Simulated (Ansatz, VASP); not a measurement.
**One calculation of SnO, two programs**

```
CELL_PARAMETERS angstrom
3.60971 0.00000 0.00000
0.00000 3.60971 0.00000
0.00000 0.00000 4.46109
ATOMIC_POSITIONS crystal
Sn 0.00000 0.50000 0.24575
Sn 0.50000 0.00000 0.75425
O 0.00000 0.00000 0.00000
O 0.50000 0.50000 0.00000
```

Alike in both runs: task single point; functional LDA; k mesh 12 × 12 × 10; occupations gaussian, width 0.15 eV; no spin polarisation.

|  | VASP | Ansatz |
| --- | --- | --- |
| version | VASP 6.6.1 | Ansatz 0.2.0 |
| potentials or method | VASP PAW LDA potentials, release 64 (Sn_d, O), cutoff 520 eV | scalar-relativistic, plane waves, PAW |
| valence electrons in the cell | 40 | 40 |

Ansatz gave:

- gap on the k mesh at the Fermi level (eV): none
- pressure (GPa): 17.9
- traceless stress, the component that is largest in VASP (GPa): -2.50
- rms of the force components (eV/Å): 0.903

Q: Which values does VASP return?

A: gap on the k mesh at the Fermi level (eV): none; pressure (GPa): 18.6; traceless stress, the component that is largest in VASP (GPa): -2.51; rms of the force components (eV/Å): 0.971.

LDA's correlation is that of Perdew and Zunger in VASP and of Perdew and Wang (1992) in Ansatz. Atom by atom the forces differ by 0.067 eV/Å (rms over components). A gap of «none» marks a metal or a gap that the smearing closes.
